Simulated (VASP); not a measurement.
# NaF (Villiaumite) (Fm-3m) in VASP: further runs

NaF (Villiaumite) is run at these levels: r2SCAN; tasks: single point.

Everything below comes from runs of VASP 6.6.1. Logs are shortened: lines on timing, memory, paths and dates and some standing lists are left out, and cuts for length are marked.

### Step 1. The cell of the first run

It takes space group Fm-3m (No. 225, cubic). The conventional cell has a = 4.545 Å, b = 4.545 Å, c = 4.545 Å, α = 90.00°, β = 90.00°, γ = 90.00°. Within 3.0 Å of Na (site symmetry m-3m) lie 6 F at 2.27 Å. Within 3.0 Å of F (site symmetry m-3m) lie 6 Na at 2.27 Å.

### Step 2. Single point, r2SCAN

File POSCAR:

```
NaF
1.0
    0.0000000000      2.2726397722      2.2726397722
    2.2726397722      0.0000000000      2.2726397722
    2.2726397722      2.2726397722      0.0000000000
Na F
1 1
Direct
    0.0000000000      0.0000000000      0.0000000000
    0.5000000000      0.5000000000      0.5000000000
```

File INCAR.step1:

```
ALGO = Normal
EDIFF = 1E-4
ENCUT = 520
GGA = PE
ISMEAR = -1
LASPH = T
LCHARG = F
LREAL = F
LWAVE = T
NBANDS = 14
NELM = 100
PREC = Accurate
SIGMA = 0.05
```

File INCAR.step2:

```
ALGO = Normal
EDIFF = 1E-6
ENCUT = 520
ISIF = 2
ISMEAR = -1
ISTART = 1
LASPH = T
LCHARG = T
LELF = T
LMIXTAU = T
LREAL = F
LVHAR = T
LWAVE = F
METAGGA = R2SCAN
NBANDS = 14
NELM = 100
PREC = Accurate
SIGMA = 0.05
```

File KPOINTS:

```
k-points
0
Gamma
  10 10 10
```

Potentials or basis: VASP PAW PBE potentials, release 64 (Na_pv, F).

The run is started by

```console
> cat potpaw_PBE.64/Na_pv/POTCAR potpaw_PBE.64/F/POTCAR > POTCAR
> cp INCAR.step1 INCAR
> mpirun -np 1 vasp_std > vasp.out
> cp INCAR.step2 INCAR
> mpirun -np 1 vasp_std > vasp.out
```

OUTCAR:

```text
EDIFF = 1E-6
   ENCUT = 520
   ISIF = 2
   ISMEAR = -1
   ISTART = 1
   LASPH = T
   LREAL = F
   METAGGA = R2SCAN
   NELM = 100
   PREC = Accurate

 ion  position               nearest neighbor table
   1  0.000  0.000  0.000-   2 2.27   2 2.27   2 2.27   2 2.27   2 2.27   2 2.27
   2  0.500  0.500  0.500-   1 2.27   1 2.27   1 2.27   1 2.27   1 2.27   1 2.27

  LATTYP: Found a face centered cubic cell.
 ALAT       =     4.5452795444

  Lattice vectors:

 A1 = (   0.0000000000,   2.2726397722,   2.2726397722)
 A2 = (   2.2726397722,   0.0000000000,   2.2726397722)
 A3 = (   2.2726397722,   2.2726397722,   0.0000000000)

Analysis of symmetry for initial positions (statically):
=====================================================================
 Subroutine PRICEL returns:
 Original cell was already a primitive cell.

 Routine SETGRP: Setting up the symmetry group for a
 face centered cubic supercell.

 Subroutine GETGRP returns: Found 48 space group operations
 (whereof 48 operations were pure point group operations)
 out of a pool of 48 trial point group operations.

The static configuration has the point symmetry O_h .

Analysis of symmetry for dynamics (positions and initial velocities):
=====================================================================
 Subroutine PRICEL returns:
 Original cell was already a primitive cell.

 Routine SETGRP: Setting up the symmetry group for a
 face centered cubic supercell.

 Subroutine GETGRP returns: Found 48 space group operations
 (whereof 48 operations were pure point group operations)
 out of a pool of 48 trial point group operations.

The dynamic configuration has the point symmetry O_h .

 Subroutine INISYM returns: Found 48 space group operations
 (whereof 48 operations are pure point group operations),
 and found     1 'primitive' translations

----------------------------------------------------------------------------------------

                                     Primitive cell

  volume of cell :      23.4759

  direct lattice vectors                    reciprocal lattice vectors
     0.000000000  2.272639772  2.272639772    -0.220008470  0.220008470  0.220008470
     2.272639772  0.000000000  2.272639772     0.220008470 -0.220008470  0.220008470
     2.272639772  2.272639772  0.000000000     0.220008470  0.220008470 -0.220008470

  length of vectors
     3.213997988  3.213997988  3.213997988     0.381065849  0.381065849  0.381065849

  position of ions in fractional coordinates (direct lattice)
     0.000000000  0.000000000  0.000000000
     0.500000000  0.500000000  0.500000000

  ion indices of the primitive-cell ions
   primitive index   ion index
                 1           1
                 2           2

----------------------------------------------------------------------------------------

 KPOINTS: k-points

Automatic generation of k-mesh.
 Grid dimensions read from file:
 generate k-points for:   10   10   10

 Generating k-lattice:

  Cartesian coordinates                     Fractional coordinates (reciprocal lattice)
    -0.022000847  0.022000847  0.022000847     0.100000000  0.000000000  0.000000000
     0.022000847 -0.022000847  0.022000847     0.000000000  0.100000000  0.000000000
     0.022000847  0.022000847 -0.022000847     0.000000000  0.000000000  0.100000000

  Length of vectors
     0.038106585  0.038106585  0.038106585

  Shift w.r.t. Gamma in fractional coordinates (k-lattice)
     0.000000000  0.000000000  0.000000000

 Subroutine IBZKPT returns following result:
 ===========================================

 Found     47 irreducible k-points:

 Following reciprocal coordinates:
            Coordinates               Weight
  0.000000  0.000000  0.000000      1.000000
  0.100000  0.000000  0.000000      8.000000
  0.200000  0.000000  0.000000      8.000000
  0.300000  0.000000  0.000000      8.000000
  0.400000  0.000000  0.000000      8.000000
  0.500000  0.000000  0.000000      4.000000
[... 16 lines left out ...]
  0.300000  0.300000  0.000000      6.000000
  0.400000  0.300000  0.000000     24.000000
 [... further k-points ...]
   k-points           NKPTS =     47   k-points in BZ     NKDIM =     47   number of bands    NBANDS=     14
   number of dos      NEDOS =    301   number of ions     NIONS =      2
   total plane-waves  NPLWV =  13824
   dimension x,y,z NGX =    24 NGY =   24 NGZ =   24
   dimension x,y,z NGXF=    48 NGYF=   48 NGZF=   48
   ions per type =               1   1
   NGX,Y,Z   is equivalent  to a cutoff of  12.41, 12.41, 12.41 a.u.
   NGXF,Y,Z  is equivalent  to a cutoff of  24.83, 24.83, 24.83 a.u.
 SYSTEM =  unknown system
   PREC   = accura    normal or accurate (medium, high low for compatibility)
   ISTART =      1    job   : 0-new  1-cont  2-samecut
   ICHARG =      0    charge: 1-file 2-atom 10-const
   ISPIN  =      1    spin polarized calculation?
   LNONCOLLINEAR =      F non collinear calculations
   LSORBIT =      F    spin-orbit coupling
   LASPH  =      T    aspherical Exc in radial PAW
   ENCUT  =  520.0 eV  38.22 Ry    6.18 a.u.   5.98  5.98  5.98*2*pi/ulx,y,z
   NELM   =    100;   NELMIN=  2; NELMDL=  0     # of ELM steps
   EDIFF  = 0.1E-05   stopping-criterion for ELM
   LREAL  =      F    real-space projection
   EDIFFG = 0.1E-04   stopping-criterion for IOM
   NSW    =      0    number of steps for IOM
   IBRION =     -1    ionic relax: 0-MD 1-quasi-New 2-CG
   NFREE  =      0    steps in history (QN), initial steepest desc. (CG)
   ISIF   =      2    stress and relaxation
   ISYM   =      2    0-nonsym 1-usesym 2-fastsym
   POTIM  = 0.5000    time-step for ionic-motion
   TEBEG  =    0.0;   TEEND  =   0.0 temperature during run
   PSTRESS=    0.0 pullay stress
   NELECT =      14.0000    total number of electrons
   NUPDOWN=      -1.0000    fix difference up-down
   EMIN   =  10.00;   EMAX   =-10.00  energy-range for DOS
   EFERMI =   0.00;   METHOD = LEGACY
   ISMEAR =    -1;   SIGMA  =   0.05  broadening in eV -4-tet -1-fermi 0-gaus
   EFERMI_NEDOS =   21; number of points for ismear=-14 and -15
   IALGO  =     38    algorithm
   IMIX   =      4    mixing-type and parameters
     AMIX     =   0.40;   BMIX     =  1.00
     AMIX_MAG =   1.60;   BMIX_MAG =  1.00
  volume/ion in A,a.u.               =      11.74        79.21
  Fermi-wavevector in a.u.,A,eV,Ry     =   1.377982  2.604009 25.835214  1.898835
  Thomas-Fermi vector in A             =   2.503085
   LORBIT       =      0    0 simple, 1 ext, 2 COOP (PROOUT), +10 PAW based schemes
   METAGGA = R2SCAN    functional components
   LHFCALC =     F    Hartree Fock is set to
   AEXX    =    0.0000 exact exchange contribution
   IVDW    =     0    specifies the selected vdW correction
   LEPSILON=     F    determine dielectric tensor
   LRPA    =     F    only Hartree local field effects (RPA)
 non-spin polarized calculation
  energy-cutoff  :      520.00
  volume of cell :       23.48
 maximum number of plane-waves:       643
   NGX = 11   NGY = 11   NGZ = 11

 number of electron      14.0000005 magnetization

 Free energy of the ion-electron system (eV)
  ---------------------------------------------------
  ext. energy  EPLUGINS =         0.00000000
  ---------------------------------------------------
  free energy    TOTEN  =       -12.60197137 eV

  energy without entropy =      -12.60197137  energy(sigma->0) =      -12.60197137

 E-fermi :  -1.3226     XC(G=0): -10.0863

 val. band max:       -2.4709078344   @ k =   0.0000   0.0000   0.0000
 cond. band min:       5.0418191983   @ k =   0.0000   0.0000   0.0000
 fundamental gap:      7.5127270327
 Fermi energy:        -1.3225624891

 k-point     1 :       0.0000    0.0000    0.0000
  band No.  band energies     occupation
      1     -22.8666      2.00000
      2     -21.7967      2.00000
      3     -21.7963      2.00000
      4     -21.7963      2.00000
      5      -2.4710      2.00000
      6      -2.4709      2.00000
      7      -2.4709      2.00000
      8       5.0418      0.00000
      9      17.7331      0.00000
     10      17.7331      0.00000
     11      17.7331      0.00000
     12      20.5306      0.00000
     13      23.1877      0.00000
     14      23.1877      0.00000

 k-point     2 :       0.1000    0.0000    0.0000
  band No.  band energies     occupation
      1     -22.9179      2.00000
      2     -21.7978      2.00000
      3     -21.7975      2.00000
      4     -21.7309      2.00000
      5      -2.6723      2.00000
      6      -2.5001      2.00000
      7      -2.5000      2.00000
      8       5.4103      0.00000
      9      16.3924      0.00000
     10      17.9242      0.00000
     11      17.9242      0.00000
     12      22.1648      0.00000
     13      22.9008      0.00000
     14      22.9009      0.00000

 k-point     3 :       0.2000    0.0000    0.0000
  band No.  band energies     occupation
      1     -23.0299      2.00000
      2     -21.8010      2.00000
      3     -21.8006      2.00000
      4     -21.5806      2.00000
      5      -3.1444      2.00000
      6      -2.5754      2.00000
      7      -2.5753      2.00000
      8       6.3662      0.00000
      9      14.6352      0.00000
     10      18.4344      0.00000
     11      18.4345      0.00000
     12      22.3791      0.00000
     13      22.3792      0.00000
     14      23.9590      0.00000

 k-point     4 :       0.3000    0.0000    0.0000
  band No.  band energies     occupation
      1     -23.1417      2.00000
      2     -21.8049      2.00000
      3     -21.8045      2.00000
      4     -21.4202      2.00000
      5      -3.6511      2.00000
      6      -2.6670      2.00000
      7      -2.6669      2.00000
      8       7.6151      0.00000
      9      13.1964      0.00000
     10      19.0545      0.00000
     11      19.0549      0.00000
     12      22.0454      0.00000
     13      22.0456      0.00000
     14      23.9418      0.00000

 k-point     5 :       0.4000    0.0000    0.0000
  band No.  band energies     occupation
      1     -23.2191      2.00000
      2     -21.8080      2.00000
      3     -21.8076      2.00000
      4     -21.3033      2.00000
      5      -4.0184      2.00000
      6      -2.7400      2.00000
      7      -2.7399      2.00000
      8       8.8558      0.00000
      9      12.0627      0.00000
     10      19.4772      0.00000
     11      19.4779      0.00000
[... 276 lines left out ...]
 k-point    22 :      -0.2000    0.2000    0.0000
  band No.  band energies     occupation
      1     -23.1008      2.00000
      2     -21.8428      2.00000
      3     -21.8017      2.00000
      4     -21.4345      2.00000
      5      -3.5942      2.00000
      6      -2.8657      2.00000
      7      -2.6874      2.00000
      8       8.0671      0.00000
      9      13.1910      0.00000
     10      17.4617      0.00000
     11      20.0814      0.00000
     12      20.6492      0.00000
     13      21.9241      0.00000
     14      26.4038      0.00000

 k-point    23 :       0.3000    0.3000    0.0000
  band No.  band energies     occupation
      1     -22.9309      2.00000
      2     -21.8363      2.00000
      3     -21.8360      2.00000
      4     -21.6187      2.00000
      5      -3.5975      2.00000
      6      -2.7650      2.00000
      7      -2.7649      2.00000
      8       8.4578      0.00000
      9      12.8081      0.00000
     10      17.3237      0.00000
     11      18.9131      0.00000
     12      18.9133      0.00000
     13      25.5434      0.00000
     14      25.5773      0.00000

 k-point    24 :       0.4000    0.3000    0.0000
  band No.  band energies     occupation
      1     -22.8866      2.00000
      2     -21.8522      2.00000
      3     -21.8423      2.00000
      4     -21.6453      2.00000
      5      -3.7164      2.00000
      6      -2.8812      2.00000
      7      -2.8221      2.00000
      8       9.5094      0.00000
      9      12.2911      0.00000
     10      16.1458      0.00000
     11      19.0523      0.00000
     12      19.1628      0.00000
     13      25.2258      0.00000
     14      26.0064      0.00000

 [... further k-points ...]
[... 5 lines left out ...]
  --------------------------------------------------------------------------------------
  -------------------------------------------------------------------------------------
  Total        0.1717044      0.1717044      0.1717044      0.0000000     -0.0000000     -0.0000000
  in kB       11.7184492     11.7184492     11.7184492      0.0000000     -0.0000000     -0.0000000
  external PRESSURE =      11.7184492 kB  Pullay stress =       0.0000000 kB

 VOLUME and BASIS-vectors are now :
 -----------------------------------------------------------------------------
  energy-cutoff  :      520.00
  volume of cell :       23.48
      direct lattice vectors                 reciprocal lattice vectors
     0.000000000  2.272639772  2.272639772    -0.220008470  0.220008470  0.220008470
     2.272639772  0.000000000  2.272639772     0.220008470 -0.220008470  0.220008470
     2.272639772  2.272639772  0.000000000     0.220008470  0.220008470 -0.220008470

 POSITION                                       TOTAL-FORCE (eV/Angst)
 -----------------------------------------------------------------------------------
      0.00000      0.00000      0.00000         0.000000     -0.000000      0.000000
      2.27264      2.27264      2.27264        -0.000000      0.000000     -0.000000
 -----------------------------------------------------------------------------------
    total drift:                                0.000000     -0.000000      0.000000

  FREE ENERGIE OF THE ION-ELECTRON SYSTEM (eV)
  ---------------------------------------------------
  free  energy   TOTEN  =       -12.6019713741 eV

  energy  without entropy=      -12.6019713741  energy(sigma->0) =      -12.60197137
```

Run time: 30 s. Hardware: 1 thread of Intel Xeon Platinum 8259CL at 2.50GHz (Skylake/Cascade Lake), shared host; peak memory 0.14 GiB.

What came out:

```yaml
Free_energy: -12.6020 eV
Pressure: 1.2 GPa
Band_gap_on_the_k_mesh: 7.51 eV, direct
```

Caveat: the PAW data sets were made with another functional, which shifts forces and pressure a little. r2SCAN opens gaps a little over a GGA but as a rule still falls short of measured ones.

[end of part 1 of 2]
